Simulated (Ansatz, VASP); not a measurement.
**One calculation of NaF, two programs**

```
Na F
1.0
     0.00000    3.17454    5.74238
     1.65019    0.00000    5.74238
     1.65019    3.17454    0.00000
Na F
2 2
Direct
  0.18351 0.18351 0.81649
  0.43350 0.43350 0.06649
  0.81649 0.81649 0.18351
  0.06649 0.06649 0.43350
```

Alike in both runs: task relaxation of cell and atoms; functional PBE; k mesh 8 × 8 × 8; occupations gaussian, width 0.02 eV; no spin polarisation.

|  | VASP | Ansatz |
| --- | --- | --- |
| version | VASP 6.6.1 | Ansatz 0.2.0 |
| potentials or method | VASP PAW PBE potentials, release 64 (Na_pv, F), cutoff 600 eV | scalar-relativistic, plane waves, PAW |
| valence electrons in the cell | 28 | 32 |

Ansatz gave:

| Property | Result |
| --- | --- |
| gap on the k mesh at the Fermi level, each at its own relaxed structure (eV) | 5.38 |
| relaxed volume (Å³/atom) | 15.04 |
| relaxed length of the cell vector where the two differ most in proportion (Å) | 3.578 |

**Question.** What did VASP give for the same quantities?

**Answer.** gap on the k mesh at the Fermi level, each at its own relaxed structure (eV): 5.38; relaxed volume (Å³/atom): 14.99; relaxed length of the cell vector where the two differ most in proportion (Å): 3.572.

VASP's potentials hold 28 valence electrons a cell and Ansatz's 32, so a difference there can come from the potentials and not from the codes.
